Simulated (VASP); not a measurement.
Write the native input for VASP 6.6.1 that does the following.

```
Task                   : single point
Functional             : LDA
Potentials or basis    : VASP PAW LDA potentials, release 64 (Cs_sv)
Cutoff                 : 520 eV
k mesh                 : 3 × 3 × 3
Occupations            : fermi-dirac, width 0.1 eV
Spin                   : no spin polarisation
Dipole correction      : no
Further INCAR settings : ALGO = Normal; EDIFF = 1e-06; NBANDS = 10
```

The structure of Cs lies in POSCAR:

```
Cs
1.0
   -2.8840810378      2.8840810378      2.8840810378
    2.8840810378     -2.8840810378      2.8840810378
    2.8840810378      2.8840810378     -2.8840810378
Cs
1
Direct
    0.0000000000      0.0000000000      0.0000000000
```

These files were run (other wordings do the same):

INCAR

```
  ALGO = Normal
  EDIFF = 1E-6
  ENCUT = 520
  ISIF = 2
  ISMEAR = -1
  LASPH = True
  LCHARG = True
  LELF = True
  LREAL = False
  LVHAR = True
  LWAVE = False
  NBANDS = 10
  NELM = 100
  PREC = Accurate
  SIGMA = 0.1
```

KPOINTS

```
k-points
0
Gamma
  3 3 3
```

Potentials or basis: VASP PAW LDA potentials, release 64 (Cs_sv).

The run is started by

```sh
$ cat potpaw_LDA.64/Cs_sv/POTCAR > POTCAR
$ mpirun -np 1 vasp_std > vasp.out
```

Results of the run:

```
Pressure : -0.1 GPa
```

Caveat: the k points lie up to 0.51 Å⁻¹ apart.

Wall time 5.4 s on 1 thread of Intel Xeon 6975P-C (shared host), peak memory 0.18 GiB.
